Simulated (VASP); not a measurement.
A run of VASP 6.6.1 is set up as follows.

The input INCAR:

```
ALGO     = Normal         # electronic algorithm
EDIFF    = 1E-6           # SCF threshold, eV
ENCUT    = 520            # plane-wave cutoff, eV
GGA      = PE             # functional
ISIF     = 2              # what is computed and relaxed
ISMEAR   = 0              # smearing method
LASPH    = True           # aspherical terms in the spheres
LCHARG   = True           # write CHGCAR
LELF     = True           # ELF
LREAL    = False          # projectors in reciprocal space
LVHAR    = True         
LWAVE    = False          # write WAVECAR
NBANDS   = 29             # bands
NELM     = 80             # most SCF steps
PREC     = Accurate       # precision mode
SIGMA    = 0.1            # smearing width, eV
```

The input KPOINTS:

```
k-points
0
Gamma
  6 6 4
```

File POSCAR:

```
AlIn3
1.0
    4.7923810600      0.0000000000      0.0000000000
   -2.3961905300      4.1503237400      0.0000000000
    0.0000000000      0.0000000000      5.5067964400
Al In
1 3
Direct
    0.0000000000      0.0000000000      0.0000000000
    0.5000000000      0.0000000000      0.5000000000
    0.0000000000      0.5000000000      0.5000000000
    0.5000000000      0.5000000000      0.5000000000
```

Potentials or basis: VASP PAW PBE potentials, release 64 (Al, In_d).

The run is started by

```console
$ cat potpaw_PBE.64/Al/POTCAR potpaw_PBE.64/In_d/POTCAR > POTCAR
$ mpirun -np 1 vasp_std > vasp.out
```

(1) What does it give for the band gap on the k mesh?

(2) Predict the pressure.

Answers

(1) zero (band 21 reaches 6.52 eV, above the bottom of band 22 at 5.68 eV).

(2) 28.9 GPa.

Caveat: spin-orbit coupling is left out, which moves the levels of the heavy elements.
